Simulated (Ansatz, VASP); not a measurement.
## Two plane-wave programs on Al

```
CELL_PARAMETERS angstrom
0.00000 1.99172 1.99172
1.99172 0.00000 1.99172
1.99172 1.99172 0.00000
ATOMIC_POSITIONS crystal
Al 0.00000 0.00000 0.00000
```

Alike in both runs: functional PBEsol; dispersion D4; k mesh 18 × 18 × 18; occupations gaussian, width 0.1 eV; no spin polarisation.

Ansatz relaxed the structure, and its values are those at the end. VASP's run is a single point on that final structure, the one shown.

|  | VASP | Ansatz |
| --- | --- | --- |
| version | VASP 6.6.1 | Ansatz 0.2.0 |
| potentials or method | VASP PAW PBE potentials, release 64 (Al), cutoff 500 eV | scalar-relativistic, plane waves, PAW |
| valence electrons in the cell | 3 | 3 |

Ansatz gave:

| Item | Value |
| --- | --- |
| gap on the k mesh at the Fermi level (eV) | none |
| pressure (GPa) | 0.0 |

Problem. Which values does VASP return?

Solution. gap on the k mesh at the Fermi level (eV): none; pressure (GPa): 0.1.

VASP's potentials were made for PBE, not for PBEsol, and Ansatz warns of the same on its side. A gap of «none» marks a metal or a gap that the smearing closes.
